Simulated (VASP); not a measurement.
# AlNi (P4/mmm) in VASP: further runs, part 2 of 2

VASP 6.6.1. The steps go on from the part before.

## Step 4: Single point, PBEsol (strain +0.015 along x and y, +0.030 along z)

The input, INCAR:

```
SYSTEM = AlNi
ALGO = Fast
EDIFF = 1E-7
ENCUT = 520
GGA = PS
ISIF = 2
ISMEAR = 0
LASPH = .True.
LCHARG = .False.
LREAL = .False.
LWAVE = .False.
NBANDS = 14
NELM = 80
PREC = Accurate
SIGMA = 0.15
```

The input, KPOINTS:

```
k-points
0
Gamma
  20 20 20
  0 0 0
```

The input, POSCAR:

```
AlNi
1.0
    2.0516480084     -2.0516700351      0.0000000000
    2.0516480084      2.0516700351      0.0000000000
    0.0000000000      0.0000000000      2.9554910752
Al Ni
1 1
Direct
    0.0000000000      0.0000000000      0.0000000000
    0.5000000000      0.5000000000      0.5000000000
```

Potentials or basis: VASP PAW PBE potentials, release 64 (Al, Ni).

The run is started by

```console
$ cat potpaw_PBE.64/Al/POTCAR potpaw_PBE.64/Ni/POTCAR > POTCAR
$ mpirun -np 1 vasp_std > vasp.out
```

OUTCAR:

```text
SYSTEM = AlNi
   EDIFF = 1E-7
   ENCUT = 520
   GGA = PS
   ISIF = 2
   ISMEAR = 0
   LASPH = .True.
   LREAL = .False.
   NELM = 80
   PREC = Accurate

 ion  position               nearest neighbor table
   1  0.000  0.000  0.000-   2 2.53   2 2.53   2 2.53   2 2.53   2 2.53   2 2.53   2 2.53   2 2.53

   2  0.500  0.500  0.500-   1 2.53   1 2.53   1 2.53   1 2.53   1 2.53   1 2.53   1 2.53   1 2.53

  LATTYP: Found a base centered orthorhombic cell.
 ALAT       =     4.1032960168
 B/A-ratio  =     1.0000107361
 C/A-ratio  =     0.7202724500

  Lattice vectors:

[... 590 lines left out ...]
     11      21.9211      0.00000
     12      22.1189      0.00000
     13      22.2107      0.00000
     14      25.4627      0.00000

 [... further k-points ...]
[... 5 lines left out ...]
  --------------------------------------------------------------------------------------
  -------------------------------------------------------------------------------------
  Total       -1.3112503     -1.3115850     -1.4896429      0.0000000      0.0000000      0.0000000
  in kB      -84.4357142    -84.4572627    -95.9229957      0.0000000      0.0000000      0.0000000
  external PRESSURE =     -88.2719909 kB  Pullay stress =       0.0000000 kB

 VOLUME and BASIS-vectors are now :
 -----------------------------------------------------------------------------
  energy-cutoff  :      520.00
  volume of cell :       24.88
      direct lattice vectors                 reciprocal lattice vectors
     2.051648008 -2.051670035  0.000000000     0.243706522 -0.243703905  0.000000000
     2.051648008  2.051670035  0.000000000     0.243706522  0.243703905  0.000000000
     0.000000000  0.000000000  2.955491075     0.000000000  0.000000000  0.338353246

 POSITION                                       TOTAL-FORCE (eV/Angst)
 -----------------------------------------------------------------------------------
      0.00000      0.00000      0.00000         0.000000      0.000000      0.000000
      2.05165      0.00000      1.47775        -0.000000      0.000000      0.000000
 -----------------------------------------------------------------------------------
    total drift:                                0.000000     -0.000000     -0.000000

  FREE ENERGIE OF THE ION-ELECTRON SYSTEM (eV)
  ---------------------------------------------------
  free  energy   TOTEN  =       -11.5484058927 eV

  energy  without entropy=      -11.5381051943  energy(sigma->0) =      -11.54325554
```

OSZICAR:

```text
N       E                     dE             d eps       ncg     rms          rms(c)
DAV:   1     0.388525271843E+02    0.38853E+02   -0.53626E+03 34722   0.958E+02
DAV:   2    -0.113928855304E+02   -0.50245E+02   -0.45330E+02 36636   0.177E+02
DAV:   3    -0.131050081043E+02   -0.17121E+01   -0.16937E+01 43560   0.364E+01
DAV:   4    -0.131278344772E+02   -0.22826E-01   -0.22819E-01 40692   0.382E+00
DAV:   5    -0.131285230997E+02   -0.68862E-03   -0.68861E-03 44272   0.725E-01    0.124E+01
RMM:   6    -0.154960892684E+02   -0.23676E+01   -0.16688E+01 41582   0.509E+01    0.181E+01
RMM:   7    -0.115711381477E+02    0.39250E+01   -0.46656E+00 38126   0.262E+01    0.114E+00
RMM:   8    -0.115598974010E+02    0.11241E-01   -0.11262E-01 36246   0.331E+00    0.780E-01
RMM:   9    -0.115528684433E+02    0.70290E-02   -0.34682E-02 38528   0.112E+00    0.592E-01
RMM:  10    -0.115483668691E+02    0.45016E-02   -0.81742E-03 41413   0.114E+00    0.114E-01
RMM:  11    -0.115486839867E+02   -0.31712E-03   -0.88045E-04 46236   0.356E-01    0.163E-01
RMM:  12    -0.115483946891E+02    0.28930E-03   -0.46571E-04 44130   0.243E-01    0.190E-02
RMM:  13    -0.115484039555E+02   -0.92664E-05   -0.94974E-05 47146   0.669E-02    0.128E-02
RMM:  14    -0.115484055211E+02   -0.15657E-05   -0.18283E-05 51129   0.292E-02    0.120E-02
RMM:  15    -0.115484062331E+02   -0.71197E-06   -0.19135E-06 43773   0.123E-02    0.105E-02
RMM:  16    -0.115484063619E+02   -0.12885E-06   -0.51070E-07 39609   0.447E-03    0.122E-02
RMM:  17    -0.115484059058E+02    0.45612E-06   -0.54630E-07 39366   0.778E-03    0.268E-03
RMM:  18    -0.115484058927E+02    0.13142E-07   -0.68375E-08 22665   0.219E-03
   1 F= -.11548406E+02 E0= -.11543256E+02  d E =-.103007E-01
```

It took 12 min on 1 thread of Intel Xeon 8259CL, shared host; peak memory 0.53 GiB.

What came out:

* Free energy: -11.5484 eV
* Pressure: -8.8 GPa
* Band gap on the k mesh: zero (an odd number of electrons rules out a gap without spin polarisation)

Levels at points of the mesh, in eV from the Fermi level:
```
           k point  band 3  band 4  band 5  band 6  band 7  band 8  band 9  band 10  band 11  band 12
(0.00, 0.00, 0.00)   -3.04   -1.48   -1.48   -1.43    4.91    5.55    5.55     7.93     8.09    13.05
(0.50, 0.00, 0.00)   -2.60   -2.20   -2.10   -1.39   -0.58    8.24    9.42    10.02    10.23    10.75
(0.50, 0.50, 0.00)   -2.69   -2.69   -2.01   -2.01   -0.94    1.50    2.42    11.57    14.57    14.57
(0.00, 0.00, 0.50)   -2.63   -2.10   -2.10   -1.36   -0.71    8.25    9.95     9.95    10.57    10.57
(0.50, 0.00, 0.50)   -2.85   -2.76   -1.95   -1.93   -0.98    1.34    2.26    12.00    14.86    15.04
(0.50, 0.50, 0.50)   -3.90   -0.96   -0.91    1.99    2.03    2.03    3.38     4.24     4.24     4.43
```

Caveat: the cell differs from its parent crystal (strain +0.015 along x and y, +0.030 along z); the cell stands under tension; the PAW data sets were made with another functional, which shifts forces and pressure a little. Spin polarisation is off, so any magnetic state and its effect on volume and gap are missing.

## Step 5: Summary

| cell | further INCAR settings | gap on the mesh (eV) | pressure (GPa) |
| --- | --- | --- | --- |
| a = 2.859, b = 2.859, c = 2.826 Å, 2 atoms | ALGO = Fast; EDIFF = 1e-06; NBANDS = 14 | none | 2.8 |
| a = 2.944, b = 2.944, c = 2.869 Å, 2 atoms | ALGO = Fast; EDIFF = 1e-06; NBANDS = 14 | none | -9.0 |
| a = 2.901, b = 2.901, c = 2.955 Å, 2 atoms | ALGO = Fast; EDIFF = 1e-07; NBANDS = 14 | none | -8.8 |

Alike in all rows: task single point; level PBEsol; potentials or basis VASP PAW PBE potentials, release 64 (Al, Ni); no spin polarisation; k mesh 20 × 20 × 20; cutoff (eV) 520; smearing gaussian 0.15 eV.

Caveats: the PAW data sets were made with another functional, which shifts forces and pressure a little; the cell stands under tension (at least some runs).

Absolute energies hang on the potentials; compare differences alone.
